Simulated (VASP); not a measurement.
A run of VASP 6.6.1:

The input INCAR:

```
ALGO = Normal ; EDIFF = 1E-6
ENCUT = 520 ; GGA = PE
ISIF = 2 ; ISMEAR = -1
LASPH = T ; LCHARG = F
LREAL = F ; LWAVE = F
NBANDS = 17 ; NELM = 100
PREC = Accurate ; SIGMA = 0.1
```

Contents of KPOINTS:

```
k-points
0
Gamma
  11 11 11
```

POSCAR

```
TePb
1.0
    0.0000000000      3.2836156682      3.2836156682
    3.2836156682      0.0000000000      3.2836156682
    3.2836156682      3.2836156682      0.0000000000
Pb Te
1 1
Direct
    0.0000000000      0.0000000000      0.0000000000
    0.5000000000      0.5000000000      0.5000000000
```

Potentials or basis: VASP PAW PBE potentials, release 64 (Pb_d, Te).

Run with:

```bash
$ cat potpaw_PBE.64/Pb_d/POTCAR potpaw_PBE.64/Te/POTCAR > POTCAR
$ mpirun -np 1 vasp_std > vasp.out
```

Hardware: 1 thread of Intel(R) Xeon(R) Platinum 8559C (Emerald Rapids) (shared host).

**Question.** How long does it take, and how much memory?

**Answer.** Wall time 26 s on 1 thread of Intel(R) Xeon(R) Platinum 8559C (Emerald Rapids), with other jobs on the host, peak memory 0.23 GiB. Counts: scf iterations 12, k points 56.
